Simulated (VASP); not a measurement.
# ScTa2 (P6/mmm) in VASP: notebook

Runs on ScTa2. Level: PBE. Tasks: single point, relaxation of cell and atoms.

All numbers are computed with VASP 6.6.1; they aren't measurements. Logs are shortened: lines on timing, memory, paths and dates and some standing lists are left out, and cuts for length are marked.

### Step 1. The cell of the first run

The structure is hexagonal, space group P6/mmm (No. 191). The conventional cell has a = 4.853 Å, b = 4.853 Å, c = 2.921 Å, α = 90.00°, β = 90.00°, γ = 120.00°. Within 3.8 Å of Sc (site symmetry 6/mmm) lie 2 Sc at 2.92 Å and 12 Ta at 3.16 Å. Ta (site symmetry -6m2) has 5 Ta at 2.80 to 2.92 Å and 6 Sc at 3.16 Å within 3.7 Å.

The cell was generated, and may not be a known phase.

### Step 2. Single point, PBE, collinear spin

INCAR

```
SYSTEM = ScTa2
ALGO     = Fast           ! electronic algorithm
EDIFF    = 1E-6           ! SCF threshold, eV
ENCUT    = 520            ! plane-wave cutoff, eV
GGA      = PE             ! functional
ISIF     = 2              ! what is computed and relaxed
ISMEAR   = 0              ! smearing method
ISPIN    = 2              ! spin polarisation
LASPH    = .TRUE.         ! aspherical terms in the spheres
LCHARG   = .FALSE.        ! write CHGCAR
LMAXMIX  = 4              ! l up to which the mixer works
LORBIT   = 11             ! projections on sites
LREAL    = .FALSE.        ! projectors in reciprocal space
LWAVE    = .FALSE.        ! write WAVECAR
MAGMOM   = 1 0 0          ! initial moments
NBANDS   = 28             ! bands
NELM     = 150            ! most SCF steps
PREC     = Accurate       ! precision mode
SIGMA    = 0.1            ! smearing width, eV
```

KPOINTS

```
k-points
0
G
  6 6 6
  0 0 0
```

POSCAR

```
ScTa2
1.0
    4.8528665717      0.0000000000      0.0000000000
   -2.4264332859      4.2027057323      0.0000000000
    0.0000000000      0.0000000000      2.9213684543
Sc Ta
1 2
Direct
    0.0000000000      0.0000000000      0.0000000000
    0.3333333333      0.6666666667      0.5000000000
    0.6666666667      0.3333333333      0.5000000000
```

Potentials or basis: VASP PAW PBE potentials, release 64 (Sc_sv, Ta_pv).

Launch:

```
cat potpaw_PBE.64/Sc_sv/POTCAR potpaw_PBE.64/Ta_pv/POTCAR > POTCAR
mpirun -np 1 vasp_std > vasp.out
```

OUTCAR:

```text
SYSTEM = ScTa2
   EDIFF = 1E-6
   ENCUT = 520
   GGA = PE
   ISIF = 2
   ISMEAR = 0
   ISPIN = 2
   LASPH = .TRUE.
   LORBIT = 11
   LREAL = .FALSE.
   NELM = 150
   PREC = Accurate

 ion  position               nearest neighbor table
   1  0.000  0.000  0.000-   2 3.16   3 3.16   2 3.16   3 3.16   3 3.16   3 3.16   2 3.16   2 3.16
                             3 3.16   3 3.16   2 3.16   2 3.16
   2  0.333  0.667  0.500-   3 2.80   3 2.80   3 2.80   1 3.16   1 3.16   1 3.16   1 3.16   1 3.16
                             1 3.16
   3  0.667  0.333  0.500-   2 2.80   2 2.80   2 2.80   1 3.16   1 3.16   1 3.16   1 3.16   1 3.16
                             1 3.16

  LATTYP: Found a hexagonal cell.
 ALAT       =     4.8528665717
 C/A-ratio  =     0.6019882086

  Lattice vectors:

 A1 = (   4.8528665717,   0.0000000000,   0.0000000000)
 A2 = (  -2.4264332859,   4.2027057323,   0.0000000000)
 A3 = (   0.0000000000,   0.0000000000,   2.9213684543)

Analysis of symmetry for initial positions (statically):
=====================================================================
 Subroutine PRICEL returns:
 Original cell was already a primitive cell.

 Routine SETGRP: Setting up the symmetry group for a
 hexagonal supercell.

 Subroutine GETGRP returns: Found 24 space group operations
 (whereof 24 operations were pure point group operations)
 out of a pool of 24 trial point group operations.

The static configuration has the point symmetry D_6h.

Analysis of symmetry for dynamics (positions and initial velocities):
=====================================================================
 Subroutine PRICEL returns:
 Original cell was already a primitive cell.

 Routine SETGRP: Setting up the symmetry group for a
 hexagonal supercell.

 Subroutine GETGRP returns: Found 24 space group operations
 (whereof 24 operations were pure point group operations)
 out of a pool of 24 trial point group operations.

The dynamic configuration has the point symmetry D_6h.

Analysis of structural, dynamic, and magnetic symmetry:
=====================================================================
 Subroutine PRICEL returns:
 Original cell was already a primitive cell.

 Routine SETGRP: Setting up the symmetry group for a
 hexagonal supercell.

 Subroutine GETGRP returns: Found 24 space group operations
 (whereof 24 operations were pure point group operations)
 out of a pool of 24 trial point group operations.

The overall configuration has the point symmetry D_6h.

 Subroutine INISYM returns: Found 24 space group operations
 (whereof 24 operations are pure point group operations),
 and found     1 'primitive' translations

----------------------------------------------------------------------------------------

                                     Primitive cell

  volume of cell :      59.5818

  direct lattice vectors                    reciprocal lattice vectors
     4.852866572  0.000000000  0.000000000     0.206063774  0.118970975  0.000000000
    -2.426433286  4.202705732  0.000000000     0.000000000  0.237941951  0.000000000
     0.000000000  0.000000000  2.921368454     0.000000000  0.000000000  0.342305332

  length of vectors
     4.852866572  4.852866572  2.921368454     0.237941951  0.237941951  0.342305332

  position of ions in fractional coordinates (direct lattice)
     0.000000000  0.000000000  0.000000000
     0.333333333  0.666666667  0.500000000
     0.666666667  0.333333333  0.500000000

  ion indices of the primitive-cell ions
   primitive index   ion index
                 1           1
                 2           2
                 3           3

----------------------------------------------------------------------------------------

 KPOINTS: k-points

Automatic generation of k-mesh.
 Grid dimensions read from file:
 generate k-points for:    6    6    6

 Generating k-lattice:

  Cartesian coordinates                     Fractional coordinates (reciprocal lattice)
     0.034343962  0.019828496  0.000000000     0.166666667  0.000000000  0.000000000
     0.000000000  0.039656992  0.000000000     0.000000000  0.166666667  0.000000000
     0.000000000  0.000000000  0.057050889     0.000000000  0.000000000  0.166666667

  Length of vectors
     0.039656992  0.039656992  0.057050889

  Shift w.r.t. Gamma in fractional coordinates (k-lattice)
     0.000000000  0.000000000  0.000000000

 Subroutine IBZKPT returns following result:
 ===========================================

 Found     28 irreducible k-points:

 Following reciprocal coordinates:
            Coordinates               Weight
  0.000000  0.000000  0.000000      1.000000
  0.166667  0.000000  0.000000      6.000000
  0.333333  0.000000  0.000000      6.000000
  0.500000  0.000000  0.000000      3.000000
  0.166667  0.166667  0.000000      6.000000
  0.333333  0.166667  0.000000     12.000000
[... 16 lines left out ...]
  0.166667  0.000000  0.500000      6.000000
  0.333333  0.000000  0.500000      6.000000
 [... further k-points ...]
   k-points           NKPTS =     28   k-points in BZ     NKDIM =     28   number of bands    NBANDS=     28
   number of dos      NEDOS =    301   number of ions     NIONS =      3
   total plane-waves  NPLWV =  31104
   dimension x,y,z NGX =    36 NGY =   36 NGZ =   24
   dimension x,y,z NGXF=    72 NGYF=   72 NGZF=   48
   ions per type =               1   2
   NGX,Y,Z   is equivalent  to a cutoff of  12.33, 12.33, 13.66 a.u.
   NGXF,Y,Z  is equivalent  to a cutoff of  24.67, 24.67, 27.32 a.u.
 SYSTEM =  ScTa2
   PREC   = accura    normal or accurate (medium, high low for compatibility)
   ISTART =      0    job   : 0-new  1-cont  2-samecut
   ICHARG =      2    charge: 1-file 2-atom 10-const
   ISPIN  =      2    spin polarized calculation?
   LNONCOLLINEAR =      F non collinear calculations
   LSORBIT =      F    spin-orbit coupling
   LASPH  =      T    aspherical Exc in radial PAW
   ENCUT  =  520.0 eV  38.22 Ry    6.18 a.u.   9.02  9.02  5.43*2*pi/ulx,y,z
   NELM   =    150;   NELMIN=  2; NELMDL= -5     # of ELM steps
   EDIFF  = 0.1E-05   stopping-criterion for ELM
   LREAL  =      F    real-space projection
   EDIFFG = 0.1E-04   stopping-criterion for IOM
   NSW    =      0    number of steps for IOM
   IBRION =     -1    ionic relax: 0-MD 1-quasi-New 2-CG
   NFREE  =      0    steps in history (QN), initial steepest desc. (CG)
   ISIF   =      2    stress and relaxation
   ISYM   =      2    0-nonsym 1-usesym 2-fastsym
   POTIM  = 0.5000    time-step for ionic-motion
   TEBEG  =    0.0;   TEEND  =   0.0 temperature during run
   PSTRESS=    0.0 pullay stress
   NELECT =      33.0000    total number of electrons
   NUPDOWN=      -1.0000    fix difference up-down
   EMIN   =  10.00;   EMAX   =-10.00  energy-range for DOS
   EFERMI =   0.00;   METHOD = LEGACY
   ISMEAR =     0;   SIGMA  =   0.10  broadening in eV -4-tet -1-fermi 0-gaus
   EFERMI_NEDOS =   21; number of points for ismear=-14 and -15
   IALGO  =     68    algorithm
   IMIX   =      4    mixing-type and parameters
     AMIX     =   0.40;   BMIX     =  1.00
     AMIX_MAG =   1.60;   BMIX_MAG =  1.00
  volume/ion in A,a.u.               =      19.86       134.03
  Fermi-wavevector in a.u.,A,eV,Ry     =   1.344441  2.540624 24.592806  1.807520
  Thomas-Fermi vector in A             =   2.472434
   LORBIT       =     11    0 simple, 1 ext, 2 COOP (PROOUT), +10 PAW based schemes
   GGA     = PE    functional components
   LHFCALC =     F    Hartree Fock is set to
   AEXX    =    0.0000 exact exchange contribution
   IVDW    =     0    specifies the selected vdW correction
   LEPSILON=     F    determine dielectric tensor
   LRPA    =     F    only Hartree local field effects (RPA)
 spin polarized calculation
 RMM-DIIS sequential band-by-band and
 Gauss-broadening in eV      SIGMA  =   0.10
  energy-cutoff  :      520.00
  volume of cell :       59.58
 maximum number of plane-waves:      1623
   NGX = 19   NGY = 19   NGZ = 11

 number of electron      33.0000001 magnetization      -0.0004672

 number of electron      33.0000001 magnetization       0.0000800

 Free energy of the ion-electron system (eV)
  ---------------------------------------------------
  ext. energy  EPLUGINS =         0.00000000
  ---------------------------------------------------
  free energy    TOTEN  =       -29.38702330 eV

  energy without entropy =      -29.37290171  energy(sigma->0) =      -29.37996251

 E-fermi :   5.1460     XC(G=0): -11.6674

 val. band max:        5.1340041505   @ k =   0.3333   0.3333   0.1667
 cond. band min:       5.1529740145   @ k =   0.5000   0.0000   0.3333
 fundamental gap:      0.0189698641
 Fermi energy:         5.1460004318

 spin component 1

 k-point     1 :       0.0000    0.0000    0.0000
  band No.  band energies     occupation
      1     -44.0761      1.00000
      2     -29.3393      1.00000
      3     -29.3393      1.00000
      4     -28.7225      1.00000
      5     -28.7122      1.00000
      6     -28.7122      1.00000
[... 20 lines left out ...]
     27      12.9925      0.00000
[... 691 lines left out ...]
      6     -28.7526      1.00000
[... 20 lines left out ...]
     27      12.5230      0.00000
     28      12.7282      0.00000

 [... further k-points ...]

 spin component 2

 k-point     1 :       0.0000    0.0000    0.0000
  band No.  band energies     occupation
      1     -44.0762      1.00000
      2     -29.3393      1.00000
      3     -29.3393      1.00000
      4     -28.7225      1.00000
      5     -28.7122      1.00000
      6     -28.7122      1.00000
[... 20 lines left out ...]
     27      12.9933      0.00000
[... 691 lines left out ...]
      6     -28.7526      1.00000
[... 20 lines left out ...]
     27      12.5252      0.00000
     28      12.7287      0.00000

 [... further k-points ...]

------------------------ aborting loop because EDIFF is reached ----------------------------------------

  FORCE on cell =-STRESS in cart. coord.  units (eV):
  Direction    XX          YY          ZZ          XY          YZ          ZX
  --------------------------------------------------------------------------------------
  -------------------------------------------------------------------------------------
  Total        0.0298589      0.0298589      0.0150976     -0.0000000     -0.0000000      0.0000000
  in kB        0.8029181      0.8029181      0.4059801     -0.0000000     -0.0000000      0.0000000
  external PRESSURE =       0.6706054 kB  Pullay stress =       0.0000000 kB

 VOLUME and BASIS-vectors are now :
 -----------------------------------------------------------------------------
  energy-cutoff  :      520.00
  volume of cell :       59.58
      direct lattice vectors                 reciprocal lattice vectors
     4.852866572  0.000000000  0.000000000     0.206063774  0.118970975  0.000000000
    -2.426433286  4.202705732  0.000000000     0.000000000  0.237941951  0.000000000
     0.000000000  0.000000000  2.921368454     0.000000000  0.000000000  0.342305332

 POSITION                                       TOTAL-FORCE (eV/Angst)
 -----------------------------------------------------------------------------------
      0.00000      0.00000      0.00000        -0.000000      0.000000     -0.000000
     -0.00000      2.80180      1.46068         0.000000      0.000000      0.000000
      2.42643      1.40090      1.46068         0.000000     -0.000000     -0.000000
 -----------------------------------------------------------------------------------
    total drift:                                0.000000      0.000000     -0.000000

  FREE ENERGIE OF THE ION-ELECTRON SYSTEM (eV)
  ---------------------------------------------------
  free  energy   TOTEN  =       -29.3870233047 eV

  energy  without entropy=      -29.3729017112  energy(sigma->0) =      -29.37996251

 total charge

# of ion       s       p       d       tot
------------------------------------------
    1        2.272   6.187   1.030   9.489
    2        0.387   6.119   2.359   8.866
    3        0.387   6.119   2.359   8.866
--------------------------------------------------
tot          3.047  18.425   5.749  27.221

 magnetization (x)

# of ion       s       p       d       tot
------------------------------------------
    1        0.000   0.000   0.000   0.000
    2       -0.000   0.000  -0.000  -0.000
    3       -0.000   0.000  -0.000  -0.000
--------------------------------------------------
tot         -0.000   0.000  -0.000  -0.000
```

It took 39 s on 1 thread of Intel Xeon 6975P-C (Granite Rapids), shared host; peak memory 0.24 GiB.

What came out:

```
Free energy                                           : -29.3870 eV
Pressure                                              : 0.1 GPa
Net moment                                            : 0.00 μB per cell
Valence electrons inside the program's atomic spheres : Sc 9.49; Ta 8.87
```

Caveat: spin-orbit coupling is left out, which moves the levels of the heavy elements.

### Step 3. Single point, PBE

This run uses another cell than the first one, of 19.91 Å³/atom.

INCAR

```
PREC     = Accurate       # precision mode
ENCUT    = 520            # plane-wave cutoff, eV
EDIFF    = 1E-7           # SCF threshold, eV
ISMEAR   = 0              # smearing method
SIGMA    = 0.1            # smearing width, eV
LREAL    = False          # projectors in reciprocal space
LASPH    = True           # aspherical terms in the spheres
NELM     = 60             # most SCF steps
ALGO     = Fast           # electronic algorithm
ISIF     = 2              # what is computed and relaxed
LWAVE    = False          # write WAVECAR
LCHARG   = False          # write CHGCAR
GGA      = PE             # functional
NBANDS   = 24             # bands
```

KPOINTS

```
regular mesh
0
Gamma
  12 12 16
```

POSCAR

```
ScTa2
1.0
    4.8554719060      0.0000000000      0.0000000000
   -2.4277359530      4.2049620180      0.0000000000
    0.0000000000      0.0000000000      2.9257774093
Sc Ta
1 2
Direct
    0.0000000000      0.0000000000      0.0000000000
    0.3333333333      0.6666666667      0.5000000000
    0.6666666667      0.3333333333      0.5000000000
```

Potentials or basis: VASP PAW PBE potentials, release 64 (Sc_sv, Ta_pv).

Launch:

```
cat potpaw_PBE.64/Sc_sv/POTCAR potpaw_PBE.64/Ta_pv/POTCAR > POTCAR
mpirun -np 1 vasp_std > vasp.out
```

It took 1.9 min on 1 thread of Intel Xeon 6975P-C (Granite Rapids), shared host; peak memory 0.35 GiB.

The run converged. Its results:

| Quantity | Value |
| --- | --- |
| Free energy | -29.3728 eV |
| Pressure | 0.1 GPa |
| Band gap on the k mesh | zero (an odd number of electrons rules out a gap without spin polarisation) |

Levels at points of the mesh, in eV from the Fermi level:
```
           k point  band 12  band 13  band 14  band 15  band 16  band 17  band 18  band 19  band 20  band 21
(0.00, 0.00, 0.00)    -2.74    -1.68    -1.28    -1.28    -0.84    -0.84     0.87     1.50     1.50     2.23
(0.50, 0.00, 0.00)    -4.33    -3.55    -1.45    -1.40    -1.11     0.23     0.79     0.83     1.32     2.43
(0.00, 0.00, 0.50)    -2.98    -2.98    -1.75    -1.75    -1.52     0.49     0.49     1.02     1.02     3.97
(0.50, 0.00, 0.50)    -2.96    -2.86    -1.47    -1.42    -1.26     0.24     0.38     1.11     1.43     2.61
```

Caveat: spin-orbit coupling is left out, which moves the levels of the heavy elements.

### Step 4. Relaxation of cell and atoms, PBE

INCAR

```
SYSTEM = ScTa2
PREC = Accurate ; ENCUT = 600
EDIFF = 1E-6 ; ISMEAR = 0
SIGMA = 0.1 ; LREAL = .FALSE.
LASPH = .TRUE. ; NELM = 100
ALGO = Fast ; ISIF = 3
LWAVE = .FALSE. ; LCHARG = .FALSE.
GGA = PE ; IBRION = 2
NSW = 100 ; EDIFFG = -0.01
```

KPOINTS

```
Automatic mesh
0
G
  12 12 16
  0 0 0
```

POSCAR

```
ScTa2
1.0
    4.8528665717      0.0000000000      0.0000000000
   -2.4264332859      4.2027057323      0.0000000000
    0.0000000000      0.0000000000      2.9213684543
Sc Ta
1 2
Direct
    0.0000000000      0.0000000000      0.0000000000
    0.3333333333      0.6666666667      0.5000000000
    0.6666666667      0.3333333333      0.5000000000
```

Launch:

```
cat potpaw_PBE.64/Sc_sv/POTCAR potpaw_PBE.64/Ta_pv/POTCAR > POTCAR
mpirun -np 1 vasp_std > vasp.out
```

Run time: 4.7 min. Hardware: 1 thread of Intel Xeon 6975P-C (Granite Rapids), shared host; peak memory 0.4 GiB.

Results (log left out):

```yaml
Free_energy: -29.3737 eV
Relaxed_volume: 19.93 Å³/atom
Relaxed_cell: a = 4.858 Å, b = 4.858 Å, c = 2.926 Å, α = 90.00°, β = 90.00°, γ = 120.00°
Space_group_after_relaxing_to_0.1_Å: P6/mmm (No. 191)
Energy_gained_by_relaxing: 0.1 meV/atom
Ionic_steps: 4
Pressure_after_relaxing: 0.0 GPa
Band_gap_on_the_k_mesh: zero (an odd number of electrons rules out a gap without spin polarisation)
```

Stress tensor (GPa, compression positive):
```
-0.07  0.00  0.00
 0.00 -0.07  0.00
 0.00  0.00  0.07
```

Step by step:
```
step  energy change (eV)  largest force (eV/Å)  pressure (GPa)  volume (Å³)
   1              0.0000                0.0000            0.47        59.58
   2              0.0003                0.0000           -0.64        60.09
   3             -0.0003                0.0000            0.01        59.79
   4             -0.0003                0.0000           -0.03        59.80
```

Final structure:
```xyz
3
Lattice="4.8581 0.0000 0.0000 -2.4290 4.2072 0.0000 0.0000 0.0000 2.9259" Properties=species:S:1:pos:R:3 pbc="T T T"
Sc    4.8581    0.0000    0.0000
Ta    0.0000    2.8048    1.4630
Ta    2.4290    1.4024    1.4630
```

Levels at points of the mesh, in eV from the Fermi level:
```csv
k point,band 14,band 15,band 16,band 17,band 18,band 19
"(0.00, 0.00, 0.00)",-1.28,-1.28,-0.84,-0.84,0.87,1.50
"(0.50, 0.00, 0.00)",-1.45,-1.39,-1.11,0.23,0.78,0.83
"(0.00, 0.00, 0.50)",-1.74,-1.74,-1.52,0.49,0.49,1.02
"(0.50, 0.00, 0.50)",-1.47,-1.41,-1.26,0.24,0.38,1.11
```

Caveat: spin-orbit coupling is left out, which moves the levels of the heavy elements.

### Step 5. The runs side by side

```tsv
task	spin	cell	k mesh	cutoff (eV)	gap on the mesh (eV)	pressure (GPa)
single point	collinear	a = 4.853, b = 4.853, c = 2.921 Å, angles 90.0, 90.0, 120.0°, 3 atoms	6 × 6 × 6	520	none	0.1
single point	off	a = 4.855, b = 4.855, c = 2.926 Å, angles 90.0, 90.0, 120.0°, 3 atoms	12 × 12 × 16	520	none	0.1
relaxation of cell and atoms	off	relaxed from a = 4.853, b = 4.853, c = 2.921 Å, angles 90.0, 90.0, 120.0°, 3 atoms	12 × 12 × 16	600	none	0.0
```

Alike in all rows: level PBE; potentials or basis VASP PAW PBE potentials, release 64 (Sc_sv, Ta_pv); smearing gaussian 0.1 eV.

Caveats: spin-orbit coupling is left out, which moves the levels of the heavy elements.

Total energies depend on the potentials used, so only differences within one code and one set of settings carry meaning.
